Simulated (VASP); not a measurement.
Runs of VASP 6.6.1 on Ti2C. The structure is that of space group R-3m (No. 166), or close to it. The cells are those of the table. 

```csv
cell,gap on the mesh (eV),pressure (GPa),largest force (eV/Å)
"a = 5.132 Å, angles 34.9°, 3 atoms",none,-4.5,0.16
"a = 5.166 Å, angles 34.9°, 3 atoms",none,-7.8,(b)
"a = 5.027 Å, angles 34.9°, 3 atoms",none,7.9,0.56
"a = 5.063 Å, angles 34.9°, 3 atoms",none,3.4,0.30
"a = 5.200 Å, angles 34.9°, 3 atoms",none,-10.9,0.56
"a = 5.098 Å, angles 34.9°, 3 atoms",none,(c),(a)
```

Alike in all rows: task single point; level PBEsol; potentials or basis VASP PAW PBE potentials, release 64 (Ti_sv, C); no spin polarisation; k mesh 10 × 10 × 10; cutoff (eV) 520; smearing fermi-dirac 0.05 eV.

Q: Fill in the values left out.

A: (a) 0.06; (b) 0.37; (c) -0.8.

Caveats: the PAW data sets were made with another functional, which shifts forces and pressure a little.

A gap of «none» marks levels without a gap at the run's occupations.
